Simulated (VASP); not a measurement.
# PbSe (Fm-3m) in VASP: dielectric tensor with r2SCAN

Aim: the dielectric tensor of PbSe with r2SCAN.

Everything below comes from runs of VASP 6.6.1. Logs are shortened: lines on timing, memory, paths and dates and some standing lists are left out, and cuts for length are marked.

## Step 1: The cell of the first run

Symmetry: Fm-3m, No. 225, cubic system. The conventional cell has a = 6.177 Å, b = 6.177 Å, c = 6.177 Å, α = 90.00°, β = 90.00°, γ = 90.00°. Within 4.1 Å of Pb (site symmetry m-3m) lie 6 Se at 3.09 Å. Within 4.1 Å of Se (site symmetry m-3m) lie 6 Pb at 3.09 Å.

## Step 2: Dielectric tensor, r2SCAN

Input file INCAR:

```
SYSTEM = PbSe
ALGO = Normal
EDIFF = 1E-8
ENCUT = 520
ISIF = 2
ISMEAR = 0
LASPH = .TRUE.
LCALCEPS = .TRUE.
LCHARG = .FALSE.
LMIXTAU = .TRUE.
LREAL = .FALSE.
LWAVE = .FALSE.
METAGGA = R2SCAN
NELM = 100
PREC = Accurate
SIGMA = 0.01
```

Input file KPOINTS:

```
k-points
0
G
  6 6 6
  0 0 0
```

Input file POSCAR:

```
PbSe
1.0
    0.0000000000      3.0887022193      3.0887022193
    3.0887022193      0.0000000000      3.0887022193
    3.0887022193      3.0887022193      0.0000000000
Pb Se
1 1
Direct
    0.0000000000      0.0000000000      0.0000000000
    0.5000000000      0.5000000000      0.5000000000
```

Potentials or basis: VASP PAW PBE potentials, release 64 (Pb_d, Se).

Run with:

```console
$ cat potpaw_PBE.64/Pb_d/POTCAR potpaw_PBE.64/Se/POTCAR > POTCAR
$ mpirun -np 1 vasp_std > vasp.out
```

OUTCAR:

```text
SYSTEM = PbSe
   EDIFF = 1E-8
   ENCUT = 520
   ISIF = 2
   ISMEAR = 0
   LASPH = .TRUE.
   LREAL = .FALSE.
   METAGGA = R2SCAN
   NELM = 100
   PREC = Accurate

 ion  position               nearest neighbor table
   1  0.000  0.000  0.000-   2 3.09   2 3.09   2 3.09   2 3.09   2 3.09   2 3.09
   2  0.500  0.500  0.500-   1 3.09   1 3.09   1 3.09   1 3.09   1 3.09   1 3.09

  LATTYP: Found a face centered cubic cell.
 ALAT       =     6.1774044386

  Lattice vectors:

 A1 = (   0.0000000000,   3.0887022193,   3.0887022193)
 A2 = (   3.0887022193,   0.0000000000,   3.0887022193)
 A3 = (   3.0887022193,   3.0887022193,   0.0000000000)

Analysis of symmetry for initial positions (statically):
=====================================================================
 Subroutine PRICEL returns:
 Original cell was already a primitive cell.

 Routine SETGRP: Setting up the symmetry group for a
 face centered cubic supercell.

 Subroutine GETGRP returns: Found 48 space group operations
 (whereof 48 operations were pure point group operations)
 out of a pool of 48 trial point group operations.

The static configuration has the point symmetry O_h .

Analysis of symmetry for dynamics (positions and initial velocities):
=====================================================================
 Subroutine PRICEL returns:
 Original cell was already a primitive cell.

 Routine SETGRP: Setting up the symmetry group for a
 face centered cubic supercell.

 Subroutine GETGRP returns: Found 48 space group operations
 (whereof 48 operations were pure point group operations)
 out of a pool of 48 trial point group operations.

The dynamic configuration has the point symmetry O_h .

 Subroutine INISYM returns: Found 48 space group operations
 (whereof 48 operations are pure point group operations),
 and found     1 'primitive' translations

----------------------------------------------------------------------------------------

                                     Primitive cell

  volume of cell :      58.9329

  direct lattice vectors                    reciprocal lattice vectors
     0.000000000  3.088702219  3.088702219    -0.161880286  0.161880286  0.161880286
     3.088702219  0.000000000  3.088702219     0.161880286 -0.161880286  0.161880286
     3.088702219  3.088702219  0.000000000     0.161880286  0.161880286 -0.161880286

  length of vectors
     4.368084569  4.368084569  4.368084569     0.280384881  0.280384881  0.280384881

  position of ions in fractional coordinates (direct lattice)
     0.000000000  0.000000000  0.000000000
     0.500000000  0.500000000  0.500000000

  ion indices of the primitive-cell ions
   primitive index   ion index
                 1           1
                 2           2

----------------------------------------------------------------------------------------

 KPOINTS: k-points

Automatic generation of k-mesh.
 Grid dimensions read from file:
 generate k-points for:    6    6    6

 Generating k-lattice:

  Cartesian coordinates                     Fractional coordinates (reciprocal lattice)
    -0.026980048  0.026980048  0.026980048     0.166666667  0.000000000  0.000000000
     0.026980048 -0.026980048  0.026980048     0.000000000  0.166666667  0.000000000
     0.026980048  0.026980048 -0.026980048     0.000000000  0.000000000  0.166666667

  Length of vectors
     0.046730813  0.046730813  0.046730813

  Shift w.r.t. Gamma in fractional coordinates (k-lattice)
     0.000000000  0.000000000  0.000000000

 Subroutine IBZKPT returns following result:
 ===========================================

 Found     16 irreducible k-points:

 Following reciprocal coordinates:
            Coordinates               Weight
  0.000000  0.000000  0.000000      1.000000
  0.166667  0.000000  0.000000      8.000000
  0.333333  0.000000  0.000000      8.000000
[... 27 lines left out ...]
   LSORBIT =      F    spin-orbit coupling
   LASPH  =      T    aspherical Exc in radial PAW
   ENCUT  =  520.0 eV  38.22 Ry    6.18 a.u.   8.12  8.12  8.12*2*pi/ulx,y,z
   NELM   =    100;   NELMIN=  2; NELMDL= -5     # of ELM steps
   EDIFF  = 0.1E-07   stopping-criterion for ELM
   LREAL  =      F    real-space projection
   EDIFFG = 0.1E-06   stopping-criterion for IOM
   NSW    =      0    number of steps for IOM
   IBRION =     -1    ionic relax: 0-MD 1-quasi-New 2-CG
   NFREE  =      0    steps in history (QN), initial steepest desc. (CG)
   ISIF   =      2    stress and relaxation
   ISYM   =      2    0-nonsym 1-usesym 2-fastsym
   POTIM  = 0.5000    time-step for ionic-motion
   TEBEG  =    0.0;   TEEND  =   0.0 temperature during run
   PSTRESS=    0.0 pullay stress
   NELECT =      20.0000    total number of electrons
   NUPDOWN=      -1.0000    fix difference up-down
   EMIN   =  10.00;   EMAX   =-10.00  energy-range for DOS
   EFERMI =   0.00;   METHOD = LEGACY
   ISMEAR =     0;   SIGMA  =   0.01  broadening in eV -4-tet -1-fermi 0-gaus
   EFERMI_NEDOS =   21; number of points for ismear=-14 and -15
   IALGO  =     38    algorithm
   IMIX   =      4    mixing-type and parameters
     AMIX     =   0.40;   BMIX     =  1.00
     AMIX_MAG =   1.60;   BMIX_MAG =  1.00
  volume/ion in A,a.u.               =      29.47       198.85
  Fermi-wavevector in a.u.,A,eV,Ry     =   1.141911  2.157898 17.741452  1.303960
  Thomas-Fermi vector in A             =   2.278610
   LORBIT       =      0    0 simple, 1 ext, 2 COOP (PROOUT), +10 PAW based schemes
   METAGGA = R2SCAN    functional components
   LHFCALC =     F    Hartree Fock is set to
   AEXX    =    0.0000 exact exchange contribution
   IVDW    =     0    specifies the selected vdW correction
   LEPSILON=     F    determine dielectric tensor
   LRPA    =     F    only Hartree local field effects (RPA)
   LRPA       =     F
 non-spin polarized calculation
 Gauss-broadening in eV      SIGMA  =   0.01
  energy-cutoff  :      520.00
  volume of cell :       58.93
 maximum number of plane-waves:      1600
   NGX = 17   NGY = 17   NGZ = 17

 Total electronic dipole moment: p[elc]=(    -0.00000    -0.00000    -0.00000 ) |e| Angst

 Total electronic dipole moment: p[elc]=(     0.00000    -0.00000     0.00000 ) |e| Angst

 number of electron      19.9999993 magnetization

 Free energy of the ion-electron system (eV)
  ---------------------------------------------------
  ext. energy  EPLUGINS =         0.00000000
  ---------------------------------------------------
  free energy    TOTEN  =       -71.94141227 eV

  energy without entropy =      -71.94141227  energy(sigma->0) =      -71.94141227

 E-fermi :   4.6123     XC(G=0):  -9.9336

 val. band max:        4.5554137606   @ k =   0.5000   0.0000   0.0000
 cond. band min:   10000.0000000000   @ k =   0.0000   0.0000   0.0000
 fundamental gap:   9995.4445862394
 Fermi energy:         4.6123464662

 k-point     1 :       0.0000    0.0000    0.0000
  band No.  band energies     occupation
      1     -12.8453      2.00000
      2     -12.8452      2.00000
      3     -12.8452      2.00000
      4     -12.8406      2.00000
      5     -12.8406      2.00000
      6      -9.3353      2.00000
      7      -1.8233      2.00000
      8       2.6782      2.00000
      9       2.6782      2.00000
     10       2.6782      2.00000
     11   10000.0000      0.00000
     12   10000.0000      0.00000
     13   10000.0000      0.00000
     14   10000.0000      0.00000
[... 377 lines left out ...]
      1     -12.8794      2.00000
      2     -12.8480      2.00000
      3     -12.8433      2.00000
      4     -12.8270      2.00000
      5     -12.8200      2.00000
      6      -8.6444      2.00000
      7      -3.2905      2.00000
      8       2.1877      2.00000
      9       2.2348      2.00000
     10       3.2405      2.00000
     11   10000.0000      0.00000
     12   10000.0000      0.00000
     13   10000.0000      0.00000
     14   10000.0000      0.00000

 [... further k-points ...]

------------------------ aborting loop because EDIFF is reached ----------------------------------------

            Ionic dipole moment: p[ion]=(   -18.53221   -18.53221   -18.53221 ) |e| Angst

 Total electronic dipole moment: p[elc]=(     0.00043     0.00043     0.05203 ) |e| Angst

 MACROSCOPIC STATIC DIELECTRIC TENSOR (including local field effects)
 ------------------------------------------------------
          16.976185    -0.000000     0.000000
           0.000000    16.976185     0.000000
          -0.000000    -0.000000    16.976185
 ------------------------------------------------------

 PIEZOELECTRIC TENSOR (including local field effects) (e Angst)
          XX          YY          ZZ          XY          YZ          ZX
  --------------------------------------------------------------------------------
  x     0.00000     0.00000     0.00000     0.00000     0.00000     0.00000
  y     0.00000     0.00000     0.00000     0.00000     0.00000     0.00000
  z     0.00000     0.00000     0.00000     0.00000     0.00000     0.00000

 PIEZOELECTRIC TENSOR (including local field effects) (C/m^2)
          XX          YY          ZZ          XY          YZ          ZX
  --------------------------------------------------------------------------------
  x     0.00000     0.00000     0.00000     0.00000     0.00000     0.00000
  y     0.00000     0.00000     0.00000     0.00000     0.00000     0.00000
  z     0.00000     0.00000     0.00000     0.00000     0.00000     0.00000

 BORN EFFECTIVE CHARGES (including local field effects) (in |e|, cummulative output)
 ---------------------------------------------------------------------------------
 ion    1
    1     4.68607     0.00000    -0.00000
    2     0.00000     4.68607     0.00000
    3    -0.00000     0.00000     4.68607
 ion    2
    1    -4.68607    -0.00000     0.00000
    2    -0.00000    -4.68607    -0.00000
    3     0.00000     0.00000    -4.68607

  FORCE on cell =-STRESS in cart. coord.  units (eV):
  Direction    XX          YY          ZZ          XY          YZ          ZX
  --------------------------------------------------------------------------------------
  -------------------------------------------------------------------------------------
  Total       -0.0048106     -0.0048106     -0.0048106      0.0000000      0.0000000     -0.0000000
  in kB       -0.1307830     -0.1307830     -0.1307830      0.0000000      0.0000000     -0.0000000
  external PRESSURE =      -0.1307830 kB  Pullay stress =       0.0000000 kB

 VOLUME and BASIS-vectors are now :
 -----------------------------------------------------------------------------
  energy-cutoff  :      520.00
  volume of cell :       58.93
      direct lattice vectors                 reciprocal lattice vectors
     0.000000000  3.088702219  3.088702219    -0.161880286  0.161880286  0.161880286
     3.088702219  0.000000000  3.088702219     0.161880286 -0.161880286  0.161880286
     3.088702219  3.088702219  0.000000000     0.161880286  0.161880286 -0.161880286

 POSITION                                       TOTAL-FORCE (eV/Angst)
 -----------------------------------------------------------------------------------
      0.00000      0.00000      0.00000         0.000000     -0.000000      0.000000
      3.08870      3.08870      3.08870        -0.000000      0.000000     -0.000000
 -----------------------------------------------------------------------------------
    total drift:                                0.000000     -0.000000     -0.000000

  FREE ENERGIE OF THE ION-ELECTRON SYSTEM (eV)
  ---------------------------------------------------
  free  energy   TOTEN  =       -71.9414122711 eV

  energy  without entropy=      -71.9414122711  energy(sigma->0) =      -71.94141227
```

Wall time 45 min (1 thread of Intel Xeon 6975P-C, shared host); peak memory 0.4 GiB.

Results:

* Band gap on the k mesh: 0.67 eV, direct
* Electronic dielectric tensor (diagonal): 16.98
* Born charges (mean of the diagonal): Pb +4.69; Se -4.69 e

Electronic dielectric tensor:
```
16.98  0.00  0.00
 0.00 16.98  0.00
 0.00  0.00 16.98
```

Born effective charge tensors (e):
atom 1, Pb
```
4.69 0.00 0.00
0.00 4.69 0.00
0.00 0.00 4.69
```
atom 2, Se
```
-4.69  0.00  0.00
 0.00 -4.69  0.00
 0.00  0.00 -4.69
```

Dipole moments of the cell (e·Å, modulo the quantum): ionic -18.532, -18.532, -18.532; electronic 0.000, 0.000, 0.052

Caveat: the gap is small at this level, which inflates the dielectric constant; the PAW data sets were made with another functional, which shifts forces and pressure a little; spin-orbit coupling is left out, which moves the levels of the heavy elements. A k mesh can miss the band edges.
